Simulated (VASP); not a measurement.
# Au (P-1) in VASP: single point with PBE

Aim: the single point of Au with PBE.

Program: VASP 6.6.1. These are calculated values, not measurements. Logs are shortened: lines on timing, memory, paths and dates and some standing lists are left out, and cuts for length are marked.

### Step 1. The cell of the first run

The typed cell holds 2 atoms: a = 2.724 Å, b = 2.722 Å, c = 5.055 Å, α = 103.07°, β = 103.88°, γ = 89.59°.

### Step 2. Single point, PBE (strained and its atoms moved)

Input file INCAR:

```
SYSTEM = Au
  ALGO = Fast
  EDIFF = 1E-6
  ENCUT = 520
  GGA = PE
  ISIF = 2
  ISMEAR = 0
  LASPH = .True.
  LCHARG = .False.
  LREAL = .False.
  LWAVE = .False.
  NBANDS = 18
  NELM = 60
  PREC = Accurate
  SIGMA = 0.1
```

Input file KPOINTS:

```
k-points
0
Gamma
  16 16 8
  0 0 0
```

Input file POSCAR:

```
Au
1.0
    2.7233944108      0.0160482876     -0.0281548906
    0.0035434462      2.7218788881      0.0026959169
   -1.1566681923     -1.1461282262      4.7854612816
Au
2
Direct
    0.3331737682      0.3253571107      0.7249397226
    0.6668262318      0.6746428893      0.2750602774
```

Potentials or basis: VASP PAW PBE potentials, release 64 (Au).

On the command line:

```console
$ cat potpaw_PBE.64/Au/POTCAR > POTCAR
$ mpirun -np 1 vasp_std > vasp.out
```

OUTCAR:

```text
SYSTEM = Au
   EDIFF = 1E-6
   ENCUT = 520
   GGA = PE
   ISIF = 2
   ISMEAR = 0
   LASPH = .True.
   LREAL = .False.
   NELM = 60
   PREC = Accurate

 ion  position               nearest neighbor table
   1  0.333  0.325  0.725-   2 2.66   2 2.80   2 2.88   2 2.89   2 2.98   2 3.56
   2  0.667  0.675  0.275-   1 2.66   1 2.80   1 2.88   1 2.89   1 2.98   1 3.56

  LATTYP: Found a triclinic cell.
 ALAT       =     6.2909809018
 B/A-ratio  =     0.4329352236
 C/A-ratio  =     0.4326642494
 COS(alpha) =     0.0071838324
 COS(beta)  =     0.1847817516
 COS(gamma) =     0.6257205882

  Lattice vectors:

 A1 = (  -3.8800626031,  -1.1621765138,   4.8136161722)
 A2 = (  -2.7233944108,  -0.0160482876,   0.0281548906)
 A3 = (  -0.0035434462,  -2.7218788881,  -0.0026959169)

Analysis of symmetry for initial positions (statically):
=====================================================================
 Subroutine PRICEL returns:
 Original cell was already a primitive cell.

 Routine SETGRP: Setting up the symmetry group for a
 triclinic supercell.

 Subroutine GETGRP returns: Found  2 space group operations
 (whereof  2 operations were pure point group operations)
 out of a pool of  2 trial point group operations.

The static configuration has the point symmetry S_2 .

Analysis of symmetry for dynamics (positions and initial velocities):
=====================================================================
 Subroutine PRICEL returns:
 Original cell was already a primitive cell.

 Routine SETGRP: Setting up the symmetry group for a
 triclinic supercell.

 Subroutine GETGRP returns: Found  2 space group operations
 (whereof  2 operations were pure point group operations)
 out of a pool of  2 trial point group operations.

The dynamic configuration has the point symmetry S_2 .

 Subroutine INISYM returns: Found  2 space group operations
 (whereof  2 operations are pure point group operations),
 and found     1 'primitive' translations

----------------------------------------------------------------------------------------

                                     Primitive cell

  volume of cell :      35.3930

  direct lattice vectors                    reciprocal lattice vectors
     2.723394411  0.016048288 -0.028154891     0.368110593 -0.000567211  0.088838190
     0.003543446  2.721878888  0.002695917    -0.001258140  0.367308083  0.087666974
    -1.156668192 -1.146128226  4.785461282     0.002166459 -0.000210262  0.209439556

  length of vectors
     2.723587223  2.721882530  5.054911562     0.378679224  0.377627209  0.209450866

  position of ions in fractional coordinates (direct lattice)
     0.333173768  0.325357111  0.724939723
     0.666826232  0.674642889  0.275060277

  ion indices of the primitive-cell ions
   primitive index   ion index
                 1           1
                 2           2

----------------------------------------------------------------------------------------

 KPOINTS: k-points

Automatic generation of k-mesh.
 Grid dimensions read from file:
 generate k-points for:   16   16    8

 Generating k-lattice:

  Cartesian coordinates                     Fractional coordinates (reciprocal lattice)
     0.023006912 -0.000035451  0.005552387     0.062500000 -0.000000000 -0.000000000
    -0.000078634  0.022956755  0.005479186    -0.000000000  0.062500000  0.000000000
     0.000270807 -0.000026283  0.026179945    -0.000000000 -0.000000000  0.125000000

  Length of vectors
     0.023667451  0.023601701  0.026181358

  Shift w.r.t. Gamma in fractional coordinates (k-lattice)
     0.000000000  0.000000000  0.000000000

 Subroutine IBZKPT returns following result:
 ===========================================

 Found   1028 irreducible k-points:

 Following reciprocal coordinates:
            Coordinates               Weight
  0.000000  0.000000  0.000000      1.000000
  0.062500  0.000000  0.000000      2.000000
  0.125000  0.000000  0.000000      2.000000
  0.187500  0.000000  0.000000      2.000000
  0.250000  0.000000  0.000000      2.000000
  0.312500  0.000000  0.000000      2.000000
[... 16 lines left out ...]
 -0.187500  0.062500 -0.000000      2.000000
 -0.125000  0.062500 -0.000000      2.000000
 [... further k-points ...]
   k-points           NKPTS =   1028   k-points in BZ     NKDIM =   1028   number of bands    NBANDS=     18
   number of dos      NEDOS =    301   number of ions     NIONS =      2
   total plane-waves  NPLWV =  16000
   dimension x,y,z NGX =    20 NGY =   20 NGZ =   40
   dimension x,y,z NGXF=    40 NGYF=   40 NGZF=   80
   ions per type =               2
   NGX,Y,Z   is equivalent  to a cutoff of  12.21, 12.22, 13.16 a.u.
   NGXF,Y,Z  is equivalent  to a cutoff of  24.42, 24.43, 26.31 a.u.
 SYSTEM =  Au
   PREC   = accura    normal or accurate (medium, high low for compatibility)
   ISTART =      0    job   : 0-new  1-cont  2-samecut
   ICHARG =      2    charge: 1-file 2-atom 10-const
   ISPIN  =      1    spin polarized calculation?
   LNONCOLLINEAR =      F non collinear calculations
   LSORBIT =      F    spin-orbit coupling
   LASPH  =      T    aspherical Exc in radial PAW
   ENCUT  =  520.0 eV  38.22 Ry    6.18 a.u.   5.06  5.06  9.40*2*pi/ulx,y,z
   NELM   =     60;   NELMIN=  2; NELMDL= -5     # of ELM steps
   EDIFF  = 0.1E-05   stopping-criterion for ELM
   LREAL  =      F    real-space projection
   EDIFFG = 0.1E-04   stopping-criterion for IOM
   NSW    =      0    number of steps for IOM
   IBRION =     -1    ionic relax: 0-MD 1-quasi-New 2-CG
   NFREE  =      0    steps in history (QN), initial steepest desc. (CG)
   ISIF   =      2    stress and relaxation
   ISYM   =      2    0-nonsym 1-usesym 2-fastsym
   POTIM  = 0.5000    time-step for ionic-motion
   TEBEG  =    0.0;   TEEND  =   0.0 temperature during run
   PSTRESS=    0.0 pullay stress
   NELECT =      22.0000    total number of electrons
   NUPDOWN=      -1.0000    fix difference up-down
   EMIN   =  10.00;   EMAX   =-10.00  energy-range for DOS
   EFERMI =   0.00;   METHOD = LEGACY
   ISMEAR =     0;   SIGMA  =   0.10  broadening in eV -4-tet -1-fermi 0-gaus
   EFERMI_NEDOS =   21; number of points for ismear=-14 and -15
   IALGO  =     68    algorithm
   IMIX   =      4    mixing-type and parameters
     AMIX     =   0.40;   BMIX     =  1.00
     AMIX_MAG =   1.60;   BMIX_MAG =  1.00
  volume/ion in A,a.u.               =      17.70       119.42
  Fermi-wavevector in a.u.,A,eV,Ry     =   1.397151  2.640232 26.558986  1.952030
  Thomas-Fermi vector in A             =   2.520435
   LORBIT       =      0    0 simple, 1 ext, 2 COOP (PROOUT), +10 PAW based schemes
   GGA     = PE    functional components
   LHFCALC =     F    Hartree Fock is set to
   AEXX    =    0.0000 exact exchange contribution
   IVDW    =     0    specifies the selected vdW correction
   LEPSILON=     F    determine dielectric tensor
   LRPA    =     F    only Hartree local field effects (RPA)
 non-spin polarized calculation
 RMM-DIIS sequential band-by-band and
 Gauss-broadening in eV      SIGMA  =   0.10
  energy-cutoff  :      520.00
  volume of cell :       35.39
 maximum number of plane-waves:       969
   NGX = 11   NGY = 11   NGZ = 19

 number of electron      22.0000004 magnetization

 Free energy of the ion-electron system (eV)
  ---------------------------------------------------
  ext. energy  EPLUGINS =         0.00000000
  ---------------------------------------------------
  free energy    TOTEN  =        -6.07063655 eV

  energy without entropy =       -6.06791098  energy(sigma->0) =       -6.06927377

 E-fermi :   8.7290     XC(G=0): -12.4038

 val. band max:        8.7275139025   @ k =   0.3750   0.0000   0.5000
 cond. band min:       8.7307786807   @ k =   0.4375  -0.1250   0.2500
 fundamental gap:      0.0032647782
 Fermi energy:         8.7289706762

 k-point     1 :       0.0000    0.0000    0.0000
  band No.  band energies     occupation
      1      -0.7162      2.00000
      2       1.8922      2.00000
      3       2.2262      2.00000
      4       2.8379      2.00000
      5       3.5089      2.00000
      6       5.5435      2.00000
[... 10 lines left out ...]
     17      25.0853      0.00000
     18      27.0313      0.00000

 k-point     2 :       0.0625    0.0000    0.0000
  band No.  band energies     occupation
      1      -0.6102      2.00000
      2       1.9629      2.00000
      3       2.2918      2.00000
      4       2.8960      2.00000
      5       3.5471      2.00000
      6       5.4585      2.00000
[... 10 lines left out ...]
     17      25.0354      0.00000
     18      27.3580      0.00000

 k-point     3 :       0.1250    0.0000    0.0000
  band No.  band energies     occupation
      1      -0.3047      2.00000
      2       2.0974      2.00000
      3       2.5465      2.00000
      4       3.0467      2.00000
      5       3.6835      2.00000
      6       5.0986      2.00000
[... 10 lines left out ...]
     17      25.4299      0.00000
     18      27.1147      0.00000

 k-point     4 :       0.1875    0.0000    0.0000
  band No.  band energies     occupation
      1       0.1613      2.00000
      2       2.2164      2.00000
      3       3.0021      2.00000
      4       3.2138      2.00000
      5       3.9609      2.00000
      6       4.5813      2.00000
[... 10 lines left out ...]
     17      25.8636      0.00000
     18      26.6909      0.00000

 k-point     5 :       0.2500    0.0000    0.0000
  band No.  band energies     occupation
      1       0.7168      2.00000
      2       2.3226      2.00000
      3       3.2910      2.00000
      4       3.5570      2.00000
      5       3.9310      2.00000
      6       4.6177      2.00000
[... 10 lines left out ...]
     17      25.7116      0.00000
     18      26.3065      0.00000

 k-point     6 :       0.3125    0.0000    0.0000
  band No.  band energies     occupation
      1       1.2594      2.00000
      2       2.3942      2.00000
      3       3.2686      2.00000
      4       3.6258      2.00000
      5       4.0859      2.00000
      6       4.8943      2.00000
[... 10 lines left out ...]
     17      25.3992      0.00000
     18      26.4977      0.00000

 k-point     7 :       0.3750    0.0000    0.0000
  band No.  band energies     occupation
      1       1.6848      2.00000
      2       2.3780      2.00000
      3       3.1931      2.00000
      4       3.5241      2.00000
      5       4.4250      2.00000
      6       5.0711      2.00000
[... 10 lines left out ...]
     17      25.0849      0.00000
     18      26.9848      0.00000

 k-point     8 :       0.4375    0.0000    0.0000
  band No.  band energies     occupation
      1       1.9569      2.00000
      2       2.2706      2.00000
      3       3.2072      2.00000
      4       3.4642      2.00000
      5       4.6656      2.00000
      6       4.9892      2.00000
[... 10 lines left out ...]
     17      24.7595      0.00000
     18      26.6217      0.00000
[... 229 lines left out ...]
     17      24.7421      0.00000
     18      26.1251      0.00000

 k-point    20 :      -0.3750    0.0625    0.0000
  band No.  band energies     occupation
      1       1.7231      2.00000
      2       2.5141      2.00000
      3       3.3181      2.00000
      4       3.5068      2.00000
      5       4.1780      2.00000
      6       4.9010      2.00000
[... 10 lines left out ...]
     17      24.9218      0.00000
     18      26.2645      0.00000

 k-point    21 :      -0.3125    0.0625    0.0000
  band No.  band energies     occupation
      1       1.3096      2.00000
      2       2.5272      2.00000
      3       3.3761      2.00000
      4       3.6046      2.00000
      5       3.9644      2.00000
      6       4.8130      2.00000
[... 10 lines left out ...]
     17      24.9488      0.00000
     18      26.4960      0.00000

 k-point    22 :      -0.2500    0.0625    0.0000
  band No.  band energies     occupation
      1       0.7770      2.00000
      2       2.4570      2.00000
      3       3.3641      2.00000
      4       3.5530      2.00000
      5       3.9110      2.00000
      6       4.5395      2.00000
[... 10 lines left out ...]
     17      25.0470      0.00000
     18      26.8129      0.00000

 k-point    23 :      -0.1875    0.0625   -0.0000
  band No.  band energies     occupation
      1       0.2324      2.00000
      2       2.3530      2.00000
      3       3.0420      2.00000
      4       3.2663      2.00000
      5       3.8912      2.00000
      6       4.5825      2.00000
[... 10 lines left out ...]
     17      24.8015      0.00000
     18      27.2289      0.00000

 k-point    24 :      -0.1250    0.0625   -0.0000
  band No.  band energies     occupation
      1      -0.2221      2.00000
      2       2.2320      2.00000
      3       2.5789      2.00000
      4       3.1012      2.00000
      5       3.6507      2.00000
      6       5.1065      2.00000
[... 10 lines left out ...]
     17      24.4882      0.00000
     18      27.3552      0.00000

 [... further k-points ...]

------------------------ aborting loop because EDIFF is reached ----------------------------------------

  FORCE on cell =-STRESS in cart. coord.  units (eV):
  Direction    XX          YY          ZZ          XY          YZ          ZX
  --------------------------------------------------------------------------------------
  -------------------------------------------------------------------------------------
  Total        3.0613432      3.1175266      3.4934486      0.0927758      0.5025518      0.4099184
  in kB      138.5815139    141.1248370    158.1421532      4.1997930     22.7496195     18.5562695
  external PRESSURE =     145.9495014 kB  Pullay stress =       0.0000000 kB

 VOLUME and BASIS-vectors are now :
 -----------------------------------------------------------------------------
  energy-cutoff  :      520.00
  volume of cell :       35.39
      direct lattice vectors                 reciprocal lattice vectors
     2.723394411  0.016048288 -0.028154891     0.368110593 -0.000567211  0.088838190
     0.003543446  2.721878888  0.002695917    -0.001258140  0.367308083  0.087666974
    -1.156668192 -1.146128226  4.785461282     0.002166459 -0.000210262  0.209439556

 POSITION                                       TOTAL-FORCE (eV/Angst)
 -----------------------------------------------------------------------------------
      0.07000      0.06006      3.46067        -0.012960     -0.036136      0.249014
      1.50027      1.53174      1.29933         0.012960      0.036136     -0.249014
 -----------------------------------------------------------------------------------
    total drift:                                0.000000      0.000000     -0.000000

  FREE ENERGIE OF THE ION-ELECTRON SYSTEM (eV)
  ---------------------------------------------------
  free  energy   TOTEN  =        -6.0706365521 eV

  energy  without entropy=       -6.0679109838  energy(sigma->0) =       -6.06927377
```

Run time: 3.4 min. Hardware: 1 thread of Intel Xeon 6975P-C (Granite Rapids), shared host; peak memory 0.58 GiB.

Results:

* Free energy: -6.0706 eV
* Pressure: 14.6 GPa
* Largest force: 0.252 eV/Å
* Band gap on the k mesh: zero (bands 11 and 12 overlap by 5.41 eV)

Forces on the atoms (eV/Å):
```
Au  -0.013 -0.036  0.249
Au   0.013  0.036 -0.249
```

Caveat: the cell differs from its parent crystal (strained and its atoms moved); the cell stands under pressure; spin-orbit coupling is left out, which moves the levels of the heavy elements.
